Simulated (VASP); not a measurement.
# Re (Fd-3m) in VASP: a series of runs

Re is run at these levels: BLYP; tasks: single point.

All numbers are computed with VASP 6.6.1; they aren't measurements. Logs are shortened: lines on timing, memory, paths and dates and some standing lists are left out, and cuts for length are marked.

**1. The cell of the first run**

Symmetry: Fd-3m, No. 227, cubic system. The conventional cell has a = 5.486 Å, b = 5.486 Å, c = 5.486 Å, α = 90.00°, β = 90.00°, γ = 90.00°. Within 3.1 Å of Re (site symmetry -43m) lie 4 Re at 2.38 Å.

**2. Single point, BLYP (volume scaled by 0.88)**

INCAR reads:

```
SYSTEM = Re
  AGGAC = 1.0
  AGGAX = 1.0
  ALDAC = 0.0
  ALDAX = 1.0
  ALGO = Normal
  EDIFF = 1E-6
  ENCUT = 520
  GGA = B5
  ISIF = 2
  ISMEAR = -1
  LASPH = .True.
  LCHARG = .True.
  LELF = .True.
  LREAL = .False.
  LVHAR = .True.
  LWAVE = .False.
  NBANDS = 14
  NELM = 100
  PREC = Accurate
  SIGMA = 0.1
```

KPOINTS reads:

```
k-points
0
Gamma
  11 11 11
  0 0 0
```

POSCAR reads:

```
Re
1.0
    0.0000000000      2.7429220572      2.7429220572
    2.7429220572      0.0000000000      2.7429220572
    2.7429220572      2.7429220572      0.0000000000
Re
2
Direct
    0.1250000000      0.1250000000      0.1250000000
    0.8750000000      0.8750000000      0.8750000000
```

Potentials or basis: VASP PAW PBE potentials, release 64 (Re).

Command:

```bash
> cat potpaw_PBE.64/Re/POTCAR > POTCAR
> mpirun -np 1 vasp_std > vasp.out
```

OUTCAR:

```text
SYSTEM = Re
   EDIFF = 1E-6
   ENCUT = 520
   GGA = B5
   ISIF = 2
   ISMEAR = -1
   LASPH = .True.
   LREAL = .False.
   NELM = 100
   PREC = Accurate

 ion  position               nearest neighbor table
   1  0.125  0.125  0.125-   2 2.38   2 2.38   2 2.38   2 2.38
   2  0.875  0.875  0.875-   1 2.38   1 2.38   1 2.38   1 2.38

  LATTYP: Found a face centered cubic cell.
 ALAT       =     5.4858441144

  Lattice vectors:

 A1 = (   0.0000000000,   2.7429220572,   2.7429220572)
 A2 = (   2.7429220572,   0.0000000000,   2.7429220572)
 A3 = (   2.7429220572,   2.7429220572,   0.0000000000)

Analysis of symmetry for initial positions (statically):
=====================================================================
 Subroutine PRICEL returns:
 Original cell was already a primitive cell.

 Routine SETGRP: Setting up the symmetry group for a
 face centered cubic supercell.

 Subroutine GETGRP returns: Found 48 space group operations
 (whereof 12 operations were pure point group operations)
 out of a pool of 48 trial point group operations.

The static configuration has the point symmetry D_3d.
 The point group associated with its full space group is O_h .

Analysis of symmetry for dynamics (positions and initial velocities):
=====================================================================
 Subroutine PRICEL returns:
 Original cell was already a primitive cell.

 Routine SETGRP: Setting up the symmetry group for a
 face centered cubic supercell.

 Subroutine GETGRP returns: Found 48 space group operations
 (whereof 12 operations were pure point group operations)
 out of a pool of 48 trial point group operations.

The dynamic configuration has the point symmetry D_3d.
 The point group associated with its full space group is O_h .

 Subroutine INISYM returns: Found 48 space group operations
 (whereof 12 operations are pure point group operations),
 and found     1 'primitive' translations

----------------------------------------------------------------------------------------

                                     Primitive cell

  volume of cell :      41.2734

  direct lattice vectors                    reciprocal lattice vectors
     0.000000000  2.742922057  2.742922057    -0.182287353  0.182287353  0.182287353
     2.742922057  0.000000000  2.742922057     0.182287353 -0.182287353  0.182287353
     2.742922057  2.742922057  0.000000000     0.182287353  0.182287353 -0.182287353

  length of vectors
     3.879077574  3.879077574  3.879077574     0.315730956  0.315730956  0.315730956

  position of ions in fractional coordinates (direct lattice)
     0.125000000  0.125000000  0.125000000
     0.875000000  0.875000000  0.875000000

  ion indices of the primitive-cell ions
   primitive index   ion index
                 1           1
                 2           2

----------------------------------------------------------------------------------------

 KPOINTS: k-points

Automatic generation of k-mesh.
 Grid dimensions read from file:
 generate k-points for:   11   11   11

 Generating k-lattice:

  Cartesian coordinates                     Fractional coordinates (reciprocal lattice)
    -0.016571578  0.016571578  0.016571578     0.090909091  0.000000000  0.000000000
     0.016571578 -0.016571578  0.016571578     0.000000000  0.090909091  0.000000000
     0.016571578  0.016571578 -0.016571578     0.000000000  0.000000000  0.090909091

  Length of vectors
     0.028702814  0.028702814  0.028702814

  Shift w.r.t. Gamma in fractional coordinates (k-lattice)
     0.000000000  0.000000000  0.000000000

 Subroutine IBZKPT returns following result:
 ===========================================

 Found     56 irreducible k-points:

 Following reciprocal coordinates:
            Coordinates               Weight
  0.000000  0.000000  0.000000      1.000000
  0.090909  0.000000  0.000000      8.000000
  0.181818  0.000000  0.000000      8.000000
  0.272727  0.000000  0.000000      8.000000
  0.363636  0.000000  0.000000      8.000000
  0.454545  0.000000  0.000000      8.000000
[... 16 lines left out ...]
 -0.272727  0.181818  0.000000     24.000000
 -0.181818  0.181818  0.000000     12.000000
 [... further k-points ...]
   k-points           NKPTS =     56   k-points in BZ     NKDIM =     56   number of bands    NBANDS=     14
   number of dos      NEDOS =    301   number of ions     NIONS =      2
   total plane-waves  NPLWV =  27000
   dimension x,y,z NGX =    30 NGY =   30 NGZ =   30
   dimension x,y,z NGXF=    60 NGYF=   60 NGZF=   60
   ions per type =               2
   NGX,Y,Z   is equivalent  to a cutoff of  12.86, 12.86, 12.86 a.u.
   NGXF,Y,Z  is equivalent  to a cutoff of  25.71, 25.71, 25.71 a.u.
 SYSTEM =  Re
   PREC   = accura    normal or accurate (medium, high low for compatibility)
   ISTART =      0    job   : 0-new  1-cont  2-samecut
   ICHARG =      2    charge: 1-file 2-atom 10-const
   ISPIN  =      1    spin polarized calculation?
[... 65 lines left out ...]
      4       2.3833      2.00000
      5       2.3833      2.00000
      6       2.3833      2.00000
      7       5.4925      0.00326
      8       5.4925      0.00326
      9       5.4925      0.00326
     10       9.4169      0.00000
     11       9.4169      0.00000
     12      16.6453      0.00000
     13      17.2298      0.00000
     14      18.1254      0.00000

 k-point     2 :       0.0909    0.0000    0.0000
  band No.  band energies     occupation
      1      -2.1623      2.00000
      2       1.3003      2.00000
      3       1.3003      2.00000
      4       2.3552      2.00000
      5       2.5370      2.00000
      6       2.5370      2.00000
      7       5.2598      0.03294
      8       5.4638      0.00435
      9       5.4638      0.00435
     10       9.3925      0.00000
     11       9.3925      0.00000
     12      16.1892      0.00000
     13      17.3771      0.00000
     14      18.2045      0.00000

 k-point     3 :       0.1818    0.0000    0.0000
  band No.  band energies     occupation
      1      -1.6898      2.00000
      2       1.1999      2.00000
      3       1.1999      2.00000
      4       2.2848      2.00000
      5       2.7800      2.00000
      6       2.7800      2.00000
      7       4.6997      1.63861
      8       5.4655      0.00427
      9       5.4655      0.00427
     10       9.3046      0.00000
     11       9.3046      0.00000
     12      15.3489      0.00000
     13      16.0531      0.00000
     14      18.2193      0.00000

 k-point     4 :       0.2727    0.0000    0.0000
  band No.  band energies     occupation
      1      -0.9924      2.00000
      2       1.2136      2.00000
      3       1.2136      2.00000
      4       2.1793      2.00000
      5       2.8046      2.00000
      6       2.8046      2.00000
      7       4.1259      1.99858
      8       5.6941      0.00044
      9       5.6941      0.00044
     10       9.1173      0.00000
     11       9.1173      0.00000
     12      13.0238      0.00000
     13      15.5897      0.00000
     14      17.4113      0.00000

 k-point     5 :       0.3636    0.0000    0.0000
  band No.  band energies     occupation
      1      -0.2319      2.00000
      2       1.3730      2.00000
      3       1.3730      2.00000
      4       1.9642      2.00000
      5       2.5432      2.00000
      6       2.5432      2.00000
      7       3.8943      1.99986
      8       6.1788      0.00000
      9       6.1788      0.00000
     10       8.8099      0.00000
     11       8.8099      0.00000
[... 276 lines left out ...]
 k-point    22 :      -0.3636    0.1818    0.0000
  band No.  band energies     occupation
      1       0.4729      2.00000
      2       1.1949      2.00000
      3       1.2046      2.00000
      4       1.6161      2.00000
      5       2.5315      2.00000
      6       3.2636      2.00000
      7       4.8167      1.16911
      8       5.4677      0.00418
      9       6.6287      0.00000
     10       7.7077      0.00000
     11       9.3036      0.00000
     12       9.8791      0.00000
     13      13.1716      0.00000
     14      15.0128      0.00000

 k-point    23 :      -0.2727    0.1818    0.0000
  band No.  band energies     occupation
      1      -0.0508      2.00000
      2       0.9587      2.00000
      3       1.4798      2.00000
      4       1.6565      2.00000
      5       2.4452      2.00000
      6       3.6021      1.99999
      7       4.5998      1.84968
      8       4.9961      0.37905
      9       6.6532      0.00000
     10       7.5624      0.00000
     11       9.6360      0.00000
     12      11.5528      0.00000
     13      13.4139      0.00000
     14      16.1945      0.00000

 k-point    24 :      -0.1818    0.1818    0.0000
  band No.  band energies     occupation
      1      -0.7413      2.00000
      2       0.8709      2.00000
      3       1.5501      2.00000
      4       1.8880      2.00000
      5       2.5041      2.00000
      6       3.5449      2.00000
      7       4.4486      1.96480
      8       4.9411      0.57719
      9       6.1662      0.00000
     10       8.1660      0.00000
     11       9.7099      0.00000
     12      13.5691      0.00000
     13      14.1831      0.00000
     14      16.3212      0.00000

 [... further k-points ...]
[... 5 lines left out ...]
  --------------------------------------------------------------------------------------
  -------------------------------------------------------------------------------------
  Total        6.6348863      6.6348863      6.6348863     -0.0000000      0.0000000      0.0000000
  in kB      257.5571840    257.5571840    257.5571840     -0.0000000      0.0000000      0.0000000
  external PRESSURE =     257.5571840 kB  Pullay stress =       0.0000000 kB

 VOLUME and BASIS-vectors are now :
 -----------------------------------------------------------------------------
  energy-cutoff  :      520.00
  volume of cell :       41.27
      direct lattice vectors                 reciprocal lattice vectors
     0.000000000  2.742922057  2.742922057    -0.182287353  0.182287353  0.182287353
     2.742922057  0.000000000  2.742922057     0.182287353 -0.182287353  0.182287353
     2.742922057  2.742922057  0.000000000     0.182287353  0.182287353 -0.182287353

 POSITION                                       TOTAL-FORCE (eV/Angst)
 -----------------------------------------------------------------------------------
      0.68573      0.68573      0.68573        -0.000000     -0.000000      0.000000
      4.80011      4.80011      4.80011         0.000000      0.000000     -0.000000
 -----------------------------------------------------------------------------------
    total drift:                               -0.000000      0.000000      0.000000

  FREE ENERGIE OF THE ION-ELECTRON SYSTEM (eV)
  ---------------------------------------------------
  free  energy   TOTEN  =       -19.2194827310 eV

  energy  without entropy=      -19.1793287519  energy(sigma->0) =      -19.19940574
```

It took 58 s on 1 thread of AMD EPYC 7R13 (Zen 3), shared host; peak memory 0.15 GiB.

Results:

```
Free energy            : -19.2195 eV
Pressure               : 25.8 GPa
Band gap on the k mesh : zero (band 7 reaches 5.49 eV, above the bottom of band 8 at 4.30 eV)
```

Levels at points of the mesh, in eV from the Fermi level:
| k point | band 4 | band 5 | band 6 | band 7 | band 8 | band 9 | band 10 | band 11 |
| --- | --- | --- | --- | --- | --- | --- | --- | --- |
| (0.00, 0.00, 0.00) | -2.47 | -2.47 | -2.47 | 0.64 | 0.64 | 0.64 | 4.57 | 4.57 |

Caveat: the cell differs from its parent crystal (volume scaled by 0.88); the PAW data sets were made with another functional, which shifts forces and pressure a little; spin-orbit coupling is left out, which moves the levels of the heavy elements.

**3. Single point, BLYP (volume scaled by 0.92)**

INCAR reads:

```
PREC = Accurate
ENCUT = 520
EDIFF = 1E-7
ISMEAR = -1
SIGMA = 0.1
LREAL = False
LASPH = True
NELM = 60
ALGO = Normal
ISIF = 2
LWAVE = False
LCHARG = False
GGA = B5
ALDAX = 1.0
AGGAX = 1.0
AGGAC = 1.0
ALDAC = 0.0
NBANDS = 14
```

KPOINTS reads:

```
regular mesh
0
Gamma
  11 11 11
```

POSCAR reads:

```
Re
1.0
    0.0000000000      2.7838672290      2.7838672290
    2.7838672290      0.0000000000      2.7838672290
    2.7838672290      2.7838672290      0.0000000000
Re
2
Direct
    0.1250000000      0.1250000000      0.1250000000
    0.8750000000      0.8750000000      0.8750000000
```

Potentials or basis: VASP PAW PBE potentials, release 64 (Re).

Command:

```bash
> cat potpaw_PBE.64/Re/POTCAR > POTCAR
> mpirun -np 1 vasp_std > vasp.out
```

Run time: 56 s. Hardware: 1 thread of AMD EPYC 7R13 (Zen 3), shared host; peak memory 0.15 GiB.

The run converged. Its results:

- Free energy: -19.4576 eV
- Pressure: 15.2 GPa
- Band gap on the k mesh: zero (band 7 reaches 5.04 eV, above the bottom of band 8 at 3.89 eV)

Levels at points of the mesh, in eV from the Fermi level:
| k point | band 3 | band 4 | band 5 | band 6 | band 7 | band 8 | band 9 | band 10 | band 11 | band 12 |
| --- | --- | --- | --- | --- | --- | --- | --- | --- | --- | --- |
| (0.00, 0.00, 0.00) | -3.25 | -2.37 | -2.37 | -2.37 | 0.61 | 0.61 | 0.61 | 4.29 | 4.29 | 11.63 |

Caveat: the cell differs from its parent crystal (volume scaled by 0.92); the PAW data sets were made with another functional, which shifts forces and pressure a little; spin-orbit coupling is left out, which moves the levels of the heavy elements.

**4. Single point, BLYP (volume scaled by 0.96)**

INCAR reads:

```
SYSTEM = Re
  PREC = Accurate
  ENCUT = 520
  EDIFF = 1E-6
  ISMEAR = -1
  SIGMA = 0.1
  LREAL = .False.
  LASPH = .True.
  NELM = 60
  ALGO = Normal
  ISIF = 2
  LWAVE = .False.
  LCHARG = .False.
  GGA = B5
  ALDAX = 1.0
  AGGAX = 1.0
  AGGAC = 1.0
  ALDAC = 0.0
  NBANDS = 14
```

KPOINTS reads:

```
Automatic mesh
0
Gamma
  11 11 11
  0 0 0
```

POSCAR reads:

```
Re
1.0
    0.0000000000      2.8236421346      2.8236421346
    2.8236421346      0.0000000000      2.8236421346
    2.8236421346      2.8236421346      0.0000000000
Re
2
Direct
    0.1250000000      0.1250000000      0.1250000000
    0.8750000000      0.8750000000      0.8750000000
```

Command:

```bash
> cat potpaw_PBE.64/Re/POTCAR > POTCAR
> mpirun -np 1 vasp_std > vasp.out
```

It took 66 s on 1 thread of AMD EPYC 7R13 (Zen 3), shared host; peak memory 0.15 GiB.

It converged, with:

```yaml
Free_energy: -19.5836 eV
Pressure: 6.5 GPa
Band_gap_on_the_k_mesh: zero (band 7 reaches 4.63 eV, above the bottom of band 8 at 3.53 eV)
```

Levels at points of the mesh, in eV from the Fermi level:
| k point | band 4 | band 5 | band 6 | band 7 | band 8 | band 9 | band 10 | band 11 |
| --- | --- | --- | --- | --- | --- | --- | --- | --- |
| (0.00, 0.00, 0.00) | -2.28 | -2.28 | -2.28 | 0.58 | 0.58 | 0.58 | 4.03 | 4.03 |

Caveat: the cell differs from its parent crystal (volume scaled by 0.96); the PAW data sets were made with another functional, which shifts forces and pressure a little; spin-orbit coupling is left out, which moves the levels of the heavy elements.

**5. Single point, BLYP**

This run uses another cell than the first one, of 23.45 Å³/atom, 1.136 times its volume.

INCAR reads:

```
AGGAC = 1.0
AGGAX = 1.0
ALDAC = 0.0
ALDAX = 1.0
ALGO = Normal
EDIFF = 1E-7
ENCUT = 520
GGA = B5
ISIF = 2
ISMEAR = -1
LASPH = True
LCHARG = False
LREAL = False
LWAVE = False
NBANDS = 14
NELM = 100
PREC = Accurate
SIGMA = 0.1
```

KPOINTS reads:

```
k-points
0
Gamma
  11 11 11
```

POSCAR reads:

```
Re
1.0
    0.0000000000      2.8623269710      2.8623269710
    2.8623269710      0.0000000000      2.8623269710
    2.8623269710      2.8623269710      0.0000000000
Re
2
Direct
    0.1250000000      0.1250000000      0.1250000000
    0.8750000000      0.8750000000      0.8750000000
```

Command:

```bash
> cat potpaw_PBE.64/Re/POTCAR > POTCAR
> mpirun -np 1 vasp_std > vasp.out
```

Run time: 60 s. Hardware: 1 thread of AMD EPYC 7R13 (Zen 3), shared host; peak memory 0.15 GiB.

Results (log left out):

```yaml
Free_energy: -19.6184 eV
Pressure: -0.5 GPa
Band_gap_on_the_k_mesh: zero (band 7 reaches 4.25 eV, above the bottom of band 8 at 3.20 eV)
```

Levels at points of the mesh, in eV from the Fermi level:
| k point | band 5 | band 6 | band 7 | band 8 | band 9 | band 10 |
| --- | --- | --- | --- | --- | --- | --- |
| (0.00, 0.00, 0.00) | -2.20 | -2.20 | 0.55 | 0.55 | 0.55 | 3.80 |

Caveat: the PAW data sets were made with another functional, which shifts forces and pressure a little; spin-orbit coupling is left out, which moves the levels of the heavy elements.

**6. Single point, BLYP (volume scaled by 1.08)**

INCAR reads:

```
  AGGAC = 1.0
  AGGAX = 1.0
  ALDAC = 0.0
  ALDAX = 1.0
  ALGO = Normal
  EDIFF = 1E-6
  ENCUT = 520
  GGA = B5
  ISIF = 2
  ISMEAR = -1
  LASPH = T
  LCHARG = F
  LREAL = F
  LWAVE = F
  NBANDS = 14
  NELM = 60
  PREC = Accurate
  SIGMA = 0.1
```

KPOINTS is that of step 5.

POSCAR reads:

```
Re
1.0
    0.0000000000      2.9367061632      2.9367061632
    2.9367061632      0.0000000000      2.9367061632
    2.9367061632      2.9367061632      0.0000000000
Re
2
Direct
    0.1250000000      0.1250000000      0.1250000000
    0.8750000000      0.8750000000      0.8750000000
```

Potentials or basis: VASP PAW PBE potentials, release 64 (Re).

Command:

```bash
> cat potpaw_PBE.64/Re/POTCAR > POTCAR
> mpirun -np 1 vasp_std > vasp.out
```

Wall time 52 s (1 thread of AMD EPYC 7R13 (Zen 3), shared host); peak memory 0.16 GiB.

It converged, with:

```yaml
Free_energy: -19.4799 eV
Pressure: -10.7 GPa
Band_gap_on_the_k_mesh: zero (band 7 reaches 3.58 eV, above the bottom of band 8 at 2.62 eV)
```

Levels at points of the mesh, in eV from the Fermi level:
| k point | band 5 | band 6 | band 7 | band 8 | band 9 | band 10 |
| --- | --- | --- | --- | --- | --- | --- |
| (0.00, 0.00, 0.00) | -2.06 | -2.06 | 0.50 | 0.50 | 0.50 | 3.38 |

Caveat: the cell differs from its parent crystal (volume scaled by 1.08); the PAW data sets were made with another functional, which shifts forces and pressure a little; spin-orbit coupling is left out, which moves the levels of the heavy elements.

**7. Single point, BLYP (volume scaled by 1.12)**

INCAR reads:

```
AGGAC = 1.0 ; AGGAX = 1.0
ALDAC = 0.0 ; ALDAX = 1.0
ALGO = Normal ; EDIFF = 1E-6
ENCUT = 520 ; GGA = B5
ISIF = 2 ; ISMEAR = -1
LASPH = True ; LCHARG = False
LREAL = False ; LWAVE = False
NBANDS = 14 ; NELM = 100
PREC = Accurate ; SIGMA = 0.1
```

KPOINTS is that of step 6.

POSCAR reads:

```
Re
1.0
    0.0000000000      2.9725231829      2.9725231829
    2.9725231829      0.0000000000      2.9725231829
    2.9725231829      2.9725231829      0.0000000000
Re
2
Direct
    0.1250000000      0.1250000000      0.1250000000
    0.8750000000      0.8750000000      0.8750000000
```

Command:

```bash
> cat potpaw_PBE.64/Re/POTCAR > POTCAR
> mpirun -np 1 vasp_std > vasp.out
```

It took 58 s on 1 thread of AMD EPYC 7R13 (Zen 3), shared host; peak memory 0.16 GiB.

It converged, with:

```
Free energy            : -19.3323 eV
Pressure               : -14.4 GPa
Band gap on the k mesh : zero (band 7 reaches 3.28 eV, above the bottom of band 8 at 2.37 eV)
```

Levels at points of the mesh, in eV from the Fermi level:
```csv
k point,band 4,band 5,band 6,band 7,band 8,band 9,band 10,band 11
"(0.00, 0.00, 0.00)",-2.00,-2.00,-2.00,0.48,0.48,0.48,3.19,3.19
```

Caveat: the cell differs from its parent crystal (volume scaled by 1.12); the PAW data sets were made with another functional, which shifts forces and pressure a little; spin-orbit coupling is left out, which moves the levels of the heavy elements.

**8. Overview**

```csv
cell,gap on the mesh (eV),pressure (GPa)
"a = 3.879 Å, angles 60.0°, 2 atoms",none,25.8
"a = 3.937 Å, angles 60.0°, 2 atoms",none,15.2
"a = 3.993 Å, angles 60.0°, 2 atoms",none,6.5
"a = 4.048 Å, angles 60.0°, 2 atoms",none,-0.5
"a = 4.153 Å, angles 60.0°, 2 atoms",none,-10.7
"a = 4.204 Å, angles 60.0°, 2 atoms",none,-14.4
```

Alike in all rows: task single point; level BLYP; potentials or basis VASP PAW PBE potentials, release 64 (Re); no spin polarisation; k mesh 11 × 11 × 11; cutoff (eV) 520; smearing fermi-dirac 0.1 eV.

Caveats: the PAW data sets were made with another functional, which shifts forces and pressure a little; spin-orbit coupling is left out, which moves the levels of the heavy elements.

Total energies depend on the potentials used, so only differences within one code and one set of settings carry meaning.
